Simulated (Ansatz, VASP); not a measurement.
## Ti in VASP and in Ansatz

```
CELL_PARAMETERS angstrom
4.43551 0.00000 0.00000
-2.21776 3.84126 0.00000
0.00000 0.00000 2.75136
ATOMIC_POSITIONS crystal
Ti 0.00000 0.00000 0.00000
Ti 0.33333 0.66667 0.50000
Ti 0.66667 0.33333 0.50000
```

Alike in both runs: functional PBEsol; dispersion D3(BJ); k mesh 8 × 8 × 12; occupations methfessel-paxton of order 1, width 0.1 eV; no spin polarisation.

Ansatz relaxed the structure, and its values are those at the end. VASP's run is a single point on that final structure, the one shown.

```csv
,VASP,Ansatz
version,VASP 6.6.1,Ansatz 0.2.0
potentials or method,"VASP PAW PBE potentials, release 64 (Ti_sv), cutoff 520 eV","plane waves, PAW"
valence electrons in the cell,36,36
```

VASP gave:

| Quantity | Value |
| --- | --- |
| pressure (GPa) | -0.3 |

Estimate Ansatz's values.

pressure (GPa): 0.0.

VASP's potentials were made for PBE, not for PBEsol.
